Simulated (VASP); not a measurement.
# Mg (Pm-3m) in VASP: further runs

Runs on Mg. Level: PBEsol. Tasks: relaxation of cell and atoms, single point.

Program: VASP 6.6.1. These are calculated values, not measurements. Logs are shortened: lines on timing, memory, paths and dates and some standing lists are left out, and cuts for length are marked.

## Step 1: The cell of the first run

The structure is cubic, space group Pm-3m (No. 221). The conventional cell has a = 2.862 Å, b = 2.862 Å, c = 2.862 Å, α = 90.00°, β = 90.00°, γ = 90.00°. Within 3.8 Å of Mg (site symmetry m-3m) lie 6 Mg at 2.86 Å.

## Step 2: Relaxation of cell and atoms, PBEsol

File INCAR:

```
SYSTEM = Mg
  PREC = Accurate
  ENCUT = 600
  EDIFF = 1E-6
  ISMEAR = 0
  SIGMA = 0.1
  LREAL = .FALSE.
  LASPH = .TRUE.
  NELM = 80
  ALGO = Fast
  ISIF = 3
  LWAVE = .FALSE.
  LCHARG = .FALSE.
  GGA = PS
  IBRION = 2
  NSW = 90
  EDIFFG = -0.04
```

File KPOINTS:

```
Automatic mesh
0
G
  6 6 6
  0 0 0
```

File POSCAR:

```
Mg
1.0
    2.8624405726      0.0000000000      0.0000000000
    0.0000000000      2.8624405726      0.0000000000
    0.0000000000      0.0000000000      2.8624405726
Mg
1
Direct
    0.0000000000      0.0000000000      0.0000000000
```

Potentials or basis: VASP PAW PBE potentials, release 64 (Mg).

Command:

```bash
$ cat potpaw_PBE.64/Mg/POTCAR > POTCAR
$ mpirun -np 1 vasp_std > vasp.out
```

OUTCAR:

```text
SYSTEM = Mg
   PREC = Accurate
   ENCUT = 600
   EDIFF = 1E-6
   ISMEAR = 0
   LREAL = .FALSE.
   LASPH = .TRUE.
   NELM = 80
   ISIF = 3
   GGA = PS
   IBRION = 2
   NSW = 90
   EDIFFG = -0.04

 ion  position               nearest neighbor table
   1  0.000  0.000  0.000-

  LATTYP: Found a simple cubic cell.
 ALAT       =     2.8624405726

  Lattice vectors:

 A1 = (   2.8624405726,   0.0000000000,   0.0000000000)
 A2 = (   0.0000000000,   2.8624405726,   0.0000000000)
 A3 = (   0.0000000000,   0.0000000000,   2.8624405726)

Analysis of symmetry for initial positions (statically):
=====================================================================
 Subroutine PRICEL returns:
 Original cell was already a primitive cell.

 Routine SETGRP: Setting up the symmetry group for a
 simple cubic supercell.

 Subroutine GETGRP returns: Found 48 space group operations
 (whereof 48 operations were pure point group operations)
 out of a pool of 48 trial point group operations.

The static configuration has the point symmetry O_h .

Analysis of symmetry for dynamics (positions and initial velocities):
=====================================================================
 Subroutine PRICEL returns:
 Original cell was already a primitive cell.

 Routine SETGRP: Setting up the symmetry group for a
 simple cubic supercell.

 Subroutine GETGRP returns: Found 48 space group operations
 (whereof 48 operations were pure point group operations)
 out of a pool of 48 trial point group operations.

The dynamic configuration has the point symmetry O_h .

 Subroutine INISYM returns: Found 48 space group operations
 (whereof 48 operations are pure point group operations),
 and found     1 'primitive' translations

----------------------------------------------------------------------------------------

                                     Primitive cell

  volume of cell :      23.4536

  direct lattice vectors                    reciprocal lattice vectors
     2.862440573  0.000000000  0.000000000     0.349352231  0.000000000  0.000000000
     0.000000000  2.862440573  0.000000000     0.000000000  0.349352231  0.000000000
     0.000000000  0.000000000  2.862440573     0.000000000  0.000000000  0.349352231

  length of vectors
     2.862440573  2.862440573  2.862440573     0.349352231  0.349352231  0.349352231

  position of ions in fractional coordinates (direct lattice)
     0.000000000  0.000000000  0.000000000

  ion indices of the primitive-cell ions
   primitive index   ion index
                 1           1

----------------------------------------------------------------------------------------

 KPOINTS: Automatic mesh

Automatic generation of k-mesh.
 Grid dimensions read from file:
 generate k-points for:    6    6    6

 Generating k-lattice:

  Cartesian coordinates                     Fractional coordinates (reciprocal lattice)
     0.058225372  0.000000000  0.000000000     0.166666667  0.000000000  0.000000000
     0.000000000  0.058225372  0.000000000     0.000000000  0.166666667  0.000000000
     0.000000000  0.000000000  0.058225372     0.000000000  0.000000000  0.166666667

  Length of vectors
     0.058225372  0.058225372  0.058225372

  Shift w.r.t. Gamma in fractional coordinates (k-lattice)
     0.000000000  0.000000000  0.000000000

 Subroutine IBZKPT returns following result:
 ===========================================

 Found     20 irreducible k-points:

 Following reciprocal coordinates:
            Coordinates               Weight
  0.000000  0.000000  0.000000      1.000000
  0.166667  0.000000  0.000000      6.000000
  0.333333  0.000000  0.000000      6.000000
  0.500000  0.000000  0.000000      3.000000
  0.166667  0.166667  0.000000     12.000000
  0.333333  0.166667  0.000000     24.000000
[... 12 lines left out ...]
  0.500000  0.500000  0.333333      6.000000
  0.500000  0.500000  0.500000      1.000000
   k-points           NKPTS =     20   k-points in BZ     NKDIM =     20   number of bands    NBANDS=      5
   number of dos      NEDOS =    301   number of ions     NIONS =      1
   total plane-waves  NPLWV =  13824
   dimension x,y,z NGX =    24 NGY =   24 NGZ =   24
   dimension x,y,z NGXF=    48 NGYF=   48 NGZF=   48
   ions per type =               1
   NGX,Y,Z   is equivalent  to a cutoff of  13.94, 13.94, 13.94 a.u.
   NGXF,Y,Z  is equivalent  to a cutoff of  27.88, 27.88, 27.88 a.u.
 SYSTEM =  Mg
   PREC   = accura    normal or accurate (medium, high low for compatibility)
   ISTART =      0    job   : 0-new  1-cont  2-samecut
   ICHARG =      2    charge: 1-file 2-atom 10-const
   ISPIN  =      1    spin polarized calculation?
   LNONCOLLINEAR =      F non collinear calculations
   LSORBIT =      F    spin-orbit coupling
   LASPH  =      T    aspherical Exc in radial PAW
   ENCUT  =  600.0 eV  44.10 Ry    6.64 a.u.   5.72  5.72  5.72*2*pi/ulx,y,z
   NELM   =     80;   NELMIN=  2; NELMDL= -5     # of ELM steps
   EDIFF  = 0.1E-05   stopping-criterion for ELM
   LREAL  =      F    real-space projection
   EDIFFG = -.4E-01   stopping-criterion for IOM
   NSW    =     90    number of steps for IOM
   IBRION =      2    ionic relax: 0-MD 1-quasi-New 2-CG
   NFREE  =      1    steps in history (QN), initial steepest desc. (CG)
   ISIF   =      3    stress and relaxation
   ISYM   =      2    0-nonsym 1-usesym 2-fastsym
   POTIM  = 0.5000    time-step for ionic-motion
   TEBEG  =    0.0;   TEEND  =   0.0 temperature during run
   PSTRESS=    0.0 pullay stress
   NELECT =       2.0000    total number of electrons
   NUPDOWN=      -1.0000    fix difference up-down
   EMIN   =  10.00;   EMAX   =-10.00  energy-range for DOS
   EFERMI =   0.00;   METHOD = LEGACY
   ISMEAR =     0;   SIGMA  =   0.10  broadening in eV -4-tet -1-fermi 0-gaus
   EFERMI_NEDOS =   21; number of points for ismear=-14 and -15
   IALGO  =     68    algorithm
   IMIX   =      4    mixing-type and parameters
     AMIX     =   0.40;   BMIX     =  1.00
     AMIX_MAG =   1.60;   BMIX_MAG =  1.00
  volume/ion in A,a.u.               =      23.45       158.27
  Fermi-wavevector in a.u.,A,eV,Ry     =   0.720579  1.361697  7.064611  0.519234
  Thomas-Fermi vector in A             =   1.810067
   LORBIT       =      0    0 simple, 1 ext, 2 COOP (PROOUT), +10 PAW based schemes
   GGA     = PS    functional components
   LHFCALC =     F    Hartree Fock is set to
   AEXX    =    0.0000 exact exchange contribution
   IVDW    =     0    specifies the selected vdW correction
   LEPSILON=     F    determine dielectric tensor
   LRPA    =     F    only Hartree local field effects (RPA)
 conjugate gradient relaxation of ions
 non-spin polarized calculation
 RMM-DIIS sequential band-by-band and
 Gauss-broadening in eV      SIGMA  =   0.10
  energy-cutoff  :      600.00
  volume of cell :       23.45
 maximum number of plane-waves:       804
 NGX is ok and might be reduce to    24
   NGX = 11   NGY = 11   NGZ = 11

--------------------------------------- Ionic step        1  -------------------------------------------

 number of electron       2.0000000 magnetization

 Free energy of the ion-electron system (eV)
  ---------------------------------------------------
  ext. energy  EPLUGINS =         0.00000000
  ---------------------------------------------------
  free energy    TOTEN  =        -1.26706472 eV

  energy without entropy =       -1.25681124  energy(sigma->0) =       -1.26193798

------------------------ aborting loop because EDIFF is reached ----------------------------------------

  FORCE on cell =-STRESS in cart. coord.  units (eV):
  Direction    XX          YY          ZZ          XY          YZ          ZX
  --------------------------------------------------------------------------------------
  -------------------------------------------------------------------------------------
  Total        0.6286468      0.6286468      0.6286468      0.0000000      0.0000000     -0.0000000
  in kB       42.9445298     42.9445298     42.9445298      0.0000000      0.0000000     -0.0000000
  external PRESSURE =      42.9445298 kB  Pullay stress =       0.0000000 kB

 VOLUME and BASIS-vectors are now :
 -----------------------------------------------------------------------------
  energy-cutoff  :      600.00
  volume of cell :       23.45
      direct lattice vectors                 reciprocal lattice vectors
     2.862440573  0.000000000  0.000000000     0.349352231  0.000000000  0.000000000
     0.000000000  2.862440573  0.000000000     0.000000000  0.349352231  0.000000000
     0.000000000  0.000000000  2.862440573     0.000000000  0.000000000  0.349352231
[... 71 lines left out ...]
 POSITION                                       TOTAL-FORCE (eV/Angst)
 -----------------------------------------------------------------------------------
      0.00000      0.00000      0.00000        -0.000000      0.000000      0.000000
 -----------------------------------------------------------------------------------
    total drift:                                0.000000     -0.000000      0.000000

  FREE ENERGIE OF THE ION-ELECTRON SYSTEM (eV)
  ---------------------------------------------------
  free  energy   TOTEN  =        -1.3172827885 eV

  energy  without entropy=       -1.3108006537  energy(sigma->0) =       -1.31404172

--------------------------------------- Ionic step        4  -------------------------------------------

 number of electron       2.0000000 magnetization

 Free energy of the ion-electron system (eV)
  ---------------------------------------------------
  ext. energy  EPLUGINS =         0.00000000
  ---------------------------------------------------
  free energy    TOTEN  =        -1.31755427 eV

  energy without entropy =       -1.31118090  energy(sigma->0) =       -1.31436758

 E-fermi :   1.6089     XC(G=0):  -7.9709

 val. band max:        1.6010518765   @ k =   0.5000   0.3333   0.1667
 cond. band min:       1.8514587176   @ k =   0.5000   0.3333   0.1667
 fundamental gap:      0.2504068411
 Fermi energy:         1.6088957431

 k-point     1 :       0.0000    0.0000    0.0000
  band No.  band energies     occupation
      1      -4.5120      2.00000
      2       9.8146      0.00000
      3       9.8146      0.00000
      4      11.1990      0.00000
      5      11.1990      0.00000

 k-point     2 :       0.1667    0.0000    0.0000
  band No.  band energies     occupation
      1      -4.0535      2.00000
      2       6.3325      0.00000
      3      10.2142      0.00000
      4      11.5833      0.00000
      5      11.5833      0.00000

 k-point     3 :       0.3333    0.0000    0.0000
  band No.  band energies     occupation
      1      -2.6919      2.00000
      2       2.6024      0.00000
      3      11.3080      0.00000
      4      12.7397      0.00000
      5      12.7397      0.00000
[... 156 lines left out ...]
 POSITION                                       TOTAL-FORCE (eV/Angst)
 -----------------------------------------------------------------------------------
      0.00000      0.00000      0.00000         0.000000      0.000000      0.000000
 -----------------------------------------------------------------------------------
    total drift:                                0.000000      0.000000      0.000000

  FREE ENERGIE OF THE ION-ELECTRON SYSTEM (eV)
  ---------------------------------------------------
  free  energy   TOTEN  =        -1.3175542667 eV

  energy  without entropy=       -1.3111808978  energy(sigma->0) =       -1.31436758

 reached required accuracy - stopping structural energy minimisation
```

Run time: 5.5 s. Hardware: 1 thread of Intel Xeon Platinum 8488C (Sapphire Rapids), shared host; peak memory 0.14 GiB.

Results:

| Property | Result |
| --- | --- |
| Free energy | -1.3176 eV |
| Relaxed volume | 27.37 Å³/atom |
| Relaxed cell | a = 3.014 Å, b = 3.014 Å, c = 3.014 Å, α = 90.00°, β = 90.00°, γ = 90.00° |
| Space group after relaxing (to 0.05 Å) | Pm-3m (No. 221) |
| Energy gained by relaxing | 50.5 meV/atom |
| Ionic steps | 4 |
| Pressure after relaxing | 0.0 GPa |
| Band gap on the k mesh | zero (band 1 reaches 6.23 eV, above the bottom of band 2 at -0.25 eV) |

Step by step:
```
step  energy change (eV)  largest force (eV/Å)  pressure (GPa)  volume (Å³)
   1              0.0000                0.0000            4.29        23.45
   2             -0.0414                0.0000            1.78        25.65
   3             -0.0502                0.0000           -0.28        27.66
   4             -0.0505                0.0000           -0.02        27.37
```

Final structure:
```yaml
crystal:
  lattice:
    - [3.01353, 0.00000, 0.00000]
    - [0.00000, 3.01353, 0.00000]
    - [0.00000, 0.00000, 3.01353]
  atoms:
    - { symbol: Mg, position: [0.00000, 0.00000, 0.00000] }
```

Caveat: the k points lie up to 0.35 Å⁻¹ apart in the final cell; the volume moved by over 15 % at a fixed basis, so the end points are rough; the PAW data sets were made with another functional, which shifts forces and pressure a little.

(Continued in part 2 of 2.)
